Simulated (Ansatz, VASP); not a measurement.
**Two plane-wave programs on V**

Contents of INCAR:

```
ALGO = Normal
EDIFF = 1E-6
ENCUT = 520
GGA = CA
ISIF = 2
ISMEAR = -1
LASPH = True
LCHARG = True
LELF = True
LREAL = False
LVHAR = True
LWAVE = False
NBANDS = 12
NELM = 100
PREC = Accurate
SIGMA = 0.1
```

File KPOINTS:

```
k-points
0
Gamma
  15 15 15
```

Contents of POSCAR:

```
V
1.0
    2.4121231622      0.0000000000      0.0000000000
    0.0000000000      2.4121231622      0.0000000000
    0.0000000000      0.0000000000      2.4121231622
V
1
Direct
    0.0000000000      0.0000000000      0.0000000000
```

Input for Ansatz:

```yaml
crystal:
  lattice:
    - [2.4121231622, 0.0, 0.0]
    - [0.0, 2.4121231622, 0.0]
    - [0.0, 0.0, 2.4121231622]
  atoms:
    - { symbol: V, position: [0.0, 0.0, 0.0] }
hamiltonian:
  xc: lda
  pseudopotentials:
    kind: paw
    azcp:
      V: "pseudopotentials/V.paw.azcp"
basis:
  ecutwfc: 420
  fft_grid_basis: typed
kpoints:
  mp_grid: { grid: [15, 15, 15], shift: [0, 0, 0] }
magnetization:
  spin_polarized: false
scf:
  occupations: { method: fermi_dirac, width: 0.1 }
  lower_state_search: "off"
output:
  stress: true
```

Alike in both runs: task single point; functional LDA; k mesh 15 × 15 × 15; occupations fermi-dirac, width 0.1 eV; no spin polarisation.

|  | VASP | Ansatz |
| --- | --- | --- |
| version | VASP 6.6.1 | Ansatz 0.2.0 |
| potentials or method | VASP PAW LDA potentials, release 64 (V_sv), cutoff 520 eV | plane waves (420 eV) with PAW, scalar-relativistic |
| valence electrons in the cell | 13 | 13 |

```tsv
	VASP	Ansatz	Ansatz less VASP
pressure (GPa)	-4.7	-5.1	-0.46
```

Ansatz warns that its potentials were made for another functional, while VASP's fit it. LDA's correlation is that of Perdew and Zunger in VASP and of Perdew and Wang (1992) in Ansatz.
